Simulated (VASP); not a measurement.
# Ba (Fm-3m) in VASP: single point with LDA

Aim: the single point of Ba with LDA.

Everything below comes from runs of VASP 6.6.1. Logs are shortened: lines on timing, memory, paths and dates and some standing lists are left out, and cuts for length are marked.

## Step 1: The cell of the first run

It takes space group Fm-3m (No. 225, cubic). Conventional cell: a = 6.465 Å, b = 6.465 Å, c = 6.465 Å, α = 90.00°, β = 90.00°, γ = 90.00°.

## Step 2: Single point, LDA

INCAR reads:

```
PREC = Accurate ; ENCUT = 500
EDIFF = 1E-6 ; ISMEAR = 0
SIGMA = 0.1 ; LREAL = False
LASPH = True ; NELM = 120
ALGO = Normal ; ISIF = 2
LWAVE = False ; LCHARG = False
GGA = CA ; NBANDS = 11
GGA_COMPAT = False
```

KPOINTS reads:

```
Automatic mesh
0
Gamma
  6 6 6
```

POSCAR reads:

```
Ba
1.0
    0.0000000000      3.2326650028      3.2326650028
    3.2326650028      0.0000000000      3.2326650028
    3.2326650028      3.2326650028      0.0000000000
Ba
1
Direct
    0.0000000000      0.0000000000      0.0000000000
```

Potentials or basis: VASP PAW LDA potentials, release 64 (Ba_sv).

Launch:

```
cat potpaw_LDA.64/Ba_sv/POTCAR > POTCAR
mpirun -np 1 vasp_std > vasp.out
```

OUTCAR:

```text
PREC = Accurate
   ENCUT = 500
   EDIFF = 1E-6
   ISMEAR = 0
   LREAL = False
   LASPH = True
   NELM = 120
   ISIF = 2
   GGA = CA

 ion  position               nearest neighbor table
   1  0.000  0.000  0.000-

  LATTYP: Found a face centered cubic cell.
 ALAT       =     6.4653300056

  Lattice vectors:

 A1 = (   0.0000000000,   3.2326650028,   3.2326650028)
 A2 = (   3.2326650028,   0.0000000000,   3.2326650028)
 A3 = (   3.2326650028,   3.2326650028,   0.0000000000)

Analysis of symmetry for initial positions (statically):
=====================================================================
 Subroutine PRICEL returns:
 Original cell was already a primitive cell.

 Routine SETGRP: Setting up the symmetry group for a
 face centered cubic supercell.

 Subroutine GETGRP returns: Found 48 space group operations
 (whereof 48 operations were pure point group operations)
 out of a pool of 48 trial point group operations.

The static configuration has the point symmetry O_h .

Analysis of symmetry for dynamics (positions and initial velocities):
=====================================================================
 Subroutine PRICEL returns:
 Original cell was already a primitive cell.

 Routine SETGRP: Setting up the symmetry group for a
 face centered cubic supercell.

 Subroutine GETGRP returns: Found 48 space group operations
 (whereof 48 operations were pure point group operations)
 out of a pool of 48 trial point group operations.

The dynamic configuration has the point symmetry O_h .

 Subroutine INISYM returns: Found 48 space group operations
 (whereof 48 operations are pure point group operations),
 and found     1 'primitive' translations

----------------------------------------------------------------------------------------

                                     Primitive cell

  volume of cell :      67.5635

  direct lattice vectors                    reciprocal lattice vectors
     0.000000000  3.232665003  3.232665003    -0.154671146  0.154671146  0.154671146
     3.232665003  0.000000000  3.232665003     0.154671146 -0.154671146  0.154671146
     3.232665003  3.232665003  0.000000000     0.154671146  0.154671146 -0.154671146

  length of vectors
     4.571678690  4.571678690  4.571678690     0.267898283  0.267898283  0.267898283

  position of ions in fractional coordinates (direct lattice)
     0.000000000  0.000000000  0.000000000

  ion indices of the primitive-cell ions
   primitive index   ion index
                 1           1

----------------------------------------------------------------------------------------

 KPOINTS: Automatic mesh

Automatic generation of k-mesh.
 Grid dimensions read from file:
 generate k-points for:    6    6    6

 Generating k-lattice:

  Cartesian coordinates                     Fractional coordinates (reciprocal lattice)
    -0.025778524  0.025778524  0.025778524     0.166666667  0.000000000  0.000000000
     0.025778524 -0.025778524  0.025778524     0.000000000  0.166666667  0.000000000
     0.025778524  0.025778524 -0.025778524     0.000000000  0.000000000  0.166666667

  Length of vectors
     0.044649714  0.044649714  0.044649714

  Shift w.r.t. Gamma in fractional coordinates (k-lattice)
     0.000000000  0.000000000  0.000000000

 Subroutine IBZKPT returns following result:
 ===========================================

 Found     16 irreducible k-points:

 Following reciprocal coordinates:
            Coordinates               Weight
  0.000000  0.000000  0.000000      1.000000
  0.166667  0.000000  0.000000      8.000000
  0.333333  0.000000  0.000000      8.000000
  0.500000  0.000000  0.000000      4.000000
  0.166667  0.166667  0.000000      6.000000
  0.333333  0.166667  0.000000     24.000000
[... 8 lines left out ...]
 -0.333333  0.333333  0.166667     24.000000
 -0.333333  0.500000  0.166667     12.000000
   k-points           NKPTS =     16   k-points in BZ     NKDIM =     16   number of bands    NBANDS=     11
   number of dos      NEDOS =    301   number of ions     NIONS =      1
   total plane-waves  NPLWV =  46656
   dimension x,y,z NGX =    36 NGY =   36 NGZ =   36
   dimension x,y,z NGXF=    72 NGYF=   72 NGZF=   72
   ions per type =               1
   NGX,Y,Z   is equivalent  to a cutoff of  13.09, 13.09, 13.09 a.u.
   NGXF,Y,Z  is equivalent  to a cutoff of  26.18, 26.18, 26.18 a.u.
 SYSTEM =  unknown system
   PREC   = accura    normal or accurate (medium, high low for compatibility)
   ISTART =      0    job   : 0-new  1-cont  2-samecut
   ICHARG =      2    charge: 1-file 2-atom 10-const
   ISPIN  =      1    spin polarized calculation?
   LNONCOLLINEAR =      F non collinear calculations
   LSORBIT =      F    spin-orbit coupling
   LASPH  =      T    aspherical Exc in radial PAW
   ENCUT  =  500.0 eV  36.75 Ry    6.06 a.u.   8.34  8.34  8.34*2*pi/ulx,y,z
   NELM   =    120;   NELMIN=  2; NELMDL= -5     # of ELM steps
   EDIFF  = 0.1E-05   stopping-criterion for ELM
   LREAL  =      F    real-space projection
   EDIFFG = 0.1E-04   stopping-criterion for IOM
   NSW    =      0    number of steps for IOM
   IBRION =     -1    ionic relax: 0-MD 1-quasi-New 2-CG
   NFREE  =      0    steps in history (QN), initial steepest desc. (CG)
   ISIF   =      2    stress and relaxation
   ISYM   =      2    0-nonsym 1-usesym 2-fastsym
   POTIM  = 0.5000    time-step for ionic-motion
   TEBEG  =    0.0;   TEEND  =   0.0 temperature during run
   PSTRESS=    0.0 pullay stress
   NELECT =      10.0000    total number of electrons
   NUPDOWN=      -1.0000    fix difference up-down
   EMIN   =  10.00;   EMAX   =-10.00  energy-range for DOS
   EFERMI =   0.00;   METHOD = LEGACY
   ISMEAR =     0;   SIGMA  =   0.10  broadening in eV -4-tet -1-fermi 0-gaus
   EFERMI_NEDOS =   21; number of points for ismear=-14 and -15
   IALGO  =     38    algorithm
   IMIX   =      4    mixing-type and parameters
     AMIX     =   0.40;   BMIX     =  1.00
     AMIX_MAG =   1.60;   BMIX_MAG =  1.00
  volume/ion in A,a.u.               =      67.56       455.94
  Fermi-wavevector in a.u.,A,eV,Ry     =   0.865973  1.636451 10.203124  0.749908
  Thomas-Fermi vector in A             =   1.984294
   LORBIT       =      0    0 simple, 1 ext, 2 COOP (PROOUT), +10 PAW based schemes
   GGA     = CA    functional components
   LHFCALC =     F    Hartree Fock is set to
   AEXX    =    0.0000 exact exchange contribution
   IVDW    =     0    specifies the selected vdW correction
   LEPSILON=     F    determine dielectric tensor
   LRPA    =     F    only Hartree local field effects (RPA)
 non-spin polarized calculation
 Gauss-broadening in eV      SIGMA  =   0.10
  energy-cutoff  :      500.00
  volume of cell :       67.56
 maximum number of plane-waves:      1736
 NGX is ok and might be reduce to    36
   NGX = 17   NGY = 17   NGZ = 17

 number of electron      10.0000000 magnetization

 Free energy of the ion-electron system (eV)
  ---------------------------------------------------
  ext. energy  EPLUGINS =         0.00000000
  ---------------------------------------------------
  free energy    TOTEN  =        -2.14879567 eV

  energy without entropy =       -2.12951557  energy(sigma->0) =       -2.13915562

 E-fermi :   1.3232     XC(G=0):  -7.3866

 val. band max:        1.2574140889   @ k =  -0.3333   0.3333   0.0000
 cond. band min:       1.3411108064   @ k =   0.5000   0.3333   0.0000
 fundamental gap:      0.0836967175
 Fermi energy:         1.3231733297

 k-point     1 :       0.0000    0.0000    0.0000
  band No.  band energies     occupation
      1     -27.6982      2.00000
      2     -12.7008      2.00000
      3     -12.7008      2.00000
      4     -12.7008      2.00000
      5      -1.5068      2.00000
      6       2.8920      0.00000
      7       2.8920      0.00000
      8       2.8920      0.00000
      9       4.3274      0.00000
     10       4.3274      0.00000
     11       7.1401      0.00000

 k-point     2 :       0.1667    0.0000    0.0000
  band No.  band energies     occupation
      1     -27.6908      2.00000
      2     -12.7985      2.00000
      3     -12.7134      2.00000
      4     -12.7134      2.00000
      5      -1.0698      2.00000
      6       2.4575      0.00000
      7       3.0567      0.00000
      8       3.0567      0.00000
      9       4.1597      0.00000
     10       4.1597      0.00000
     11       7.7391      0.00000

 k-point     3 :       0.3333    0.0000    0.0000
  band No.  band energies     occupation
      1     -27.6759      2.00000
      2     -12.9850      2.00000
      3     -12.7385      2.00000
      4     -12.7385      2.00000
      5      -0.1298      2.00000
      6       2.0422      0.00000
      7       2.9339      0.00000
      8       2.9339      0.00000
      9       4.7071      0.00000
     10       4.7071      0.00000
     11       6.8244      0.00000

 k-point     4 :       0.5000    0.0000    0.0000
  band No.  band energies     occupation
      1     -27.6684      2.00000
      2     -13.0742      2.00000
      3     -12.7509      2.00000
      4     -12.7509      2.00000
      5       0.2880      2.00000
      6       2.1908      0.00000
      7       2.7677      0.00000
      8       2.7677      0.00000
      9       5.4333      0.00000
     10       5.4333      0.00000
     11       6.7002      0.00000

 k-point     5 :       0.1667    0.1667    0.0000
  band No.  band energies     occupation
      1     -27.6883      2.00000
      2     -12.7955      2.00000
      3     -12.7350      2.00000
      4     -12.7350      2.00000
      5      -0.9239      2.00000
      6       2.2538      0.00000
      7       3.2514      0.00000
      8       3.2514      0.00000
      9       3.4575      0.00000
     10       4.5573      0.00000
     11       8.4641      0.00000
[... 99 lines left out ...]
 k-point    13 :       0.5000    0.5000    0.0000
  band No.  band energies     occupation
      1     -27.6586      2.00000
      2     -13.0510      2.00000
      3     -12.8357      2.00000
      4     -12.8357      2.00000
      5       0.5023      2.00000
      6       1.1078      1.99768
      7       3.1050      0.00000
      8       5.4435      0.00000
      9       5.7677      0.00000
     10       5.7677      0.00000
     11       6.5580      0.00000

 k-point    14 :       0.5000    0.3333    0.1667
  band No.  band energies     occupation
      1     -27.6660      2.00000
      2     -12.9803      2.00000
      3     -12.8527      2.00000
      4     -12.7837      2.00000
      5       0.6995      2.00000
      6       1.6731      0.00000
      7       2.0555      0.00000
      8       3.7909      0.00000
      9       4.4256      0.00000
     10       5.8413      0.00000
     11       7.0701      0.00000

 k-point    15 :      -0.3333    0.3333    0.1667
  band No.  band energies     occupation
      1     -27.6610      2.00000
      2     -12.9909      2.00000
      3     -12.8979      2.00000
      4     -12.8048      2.00000
      5       1.3453      0.75417
      6       1.4091      0.22423
      7       2.0749      0.00000
      8       3.5186      0.00000
      9       4.9638      0.00000
     10       6.1488      0.00000
     11       6.2771      0.00000

 k-point    16 :      -0.3333    0.5000    0.1667
  band No.  band energies     occupation
      1     -27.6586      2.00000
      2     -12.9986      2.00000
      3     -12.8910      2.00000
      4     -12.8394      2.00000
      5       0.9728      2.00000
      6       1.4734      0.03365
      7       2.4014      0.00000
      8       3.7599      0.00000
      9       5.7723      0.00000
     10       6.3564      0.00000
     11       6.4345      0.00000

------------------------ aborting loop because EDIFF is reached ----------------------------------------

  FORCE on cell =-STRESS in cart. coord.  units (eV):
  Direction    XX          YY          ZZ          XY          YZ          ZX
  --------------------------------------------------------------------------------------
  -------------------------------------------------------------------------------------
  Total       -0.6716241     -0.6716241     -0.6716241     -0.0000000      0.0000000     -0.0000000
  in kB      -15.9266622    -15.9266622    -15.9266622     -0.0000000      0.0000000     -0.0000000
  external PRESSURE =     -15.9266622 kB  Pullay stress =       0.0000000 kB

 VOLUME and BASIS-vectors are now :
 -----------------------------------------------------------------------------
  energy-cutoff  :      500.00
  volume of cell :       67.56
      direct lattice vectors                 reciprocal lattice vectors
     0.000000000  3.232665003  3.232665003    -0.154671146  0.154671146  0.154671146
     3.232665003  0.000000000  3.232665003     0.154671146 -0.154671146  0.154671146
     3.232665003  3.232665003  0.000000000     0.154671146  0.154671146 -0.154671146

 POSITION                                       TOTAL-FORCE (eV/Angst)
 -----------------------------------------------------------------------------------
      0.00000      0.00000      0.00000        -0.000000     -0.000000     -0.000000
 -----------------------------------------------------------------------------------
    total drift:                               -0.000000     -0.000000     -0.000000

  FREE ENERGIE OF THE ION-ELECTRON SYSTEM (eV)
  ---------------------------------------------------
  free  energy   TOTEN  =        -2.1487956679 eV

  energy  without entropy=       -2.1295155690  energy(sigma->0) =       -2.13915562
```

It took 26 s on 1 thread of AMD EPYC 7R13, shared host; peak memory 0.14 GiB.

What came out:

```yaml
Free_energy: -2.1488 eV
Pressure: -1.6 GPa
Band_gap_on_the_k_mesh: zero (band 5 reaches 1.35 eV, above the bottom of band 6 at 1.11 eV)
```

Levels at points of the mesh, in eV from the Fermi level:
| k point | band 1 | band 2 | band 3 | band 4 | band 5 | band 6 | band 7 | band 8 | band 9 | band 10 |
| --- | --- | --- | --- | --- | --- | --- | --- | --- | --- | --- |
| (0.00, 0.00, 0.00) | -29.02 | -14.02 | -14.02 | -14.02 | -2.83 | 1.57 | 1.57 | 1.57 | 3.00 | 3.00 |
| (0.50, 0.00, 0.00) | -28.99 | -14.40 | -14.07 | -14.07 | -1.04 | 0.87 | 1.44 | 1.44 | 4.11 | 4.11 |
| (0.50, 0.50, 0.00) | -28.98 | -14.37 | -14.16 | -14.16 | -0.82 | -0.22 | 1.78 | 4.12 | 4.44 | 4.44 |

Caveat: spin-orbit coupling is left out, which moves the levels of the heavy elements.
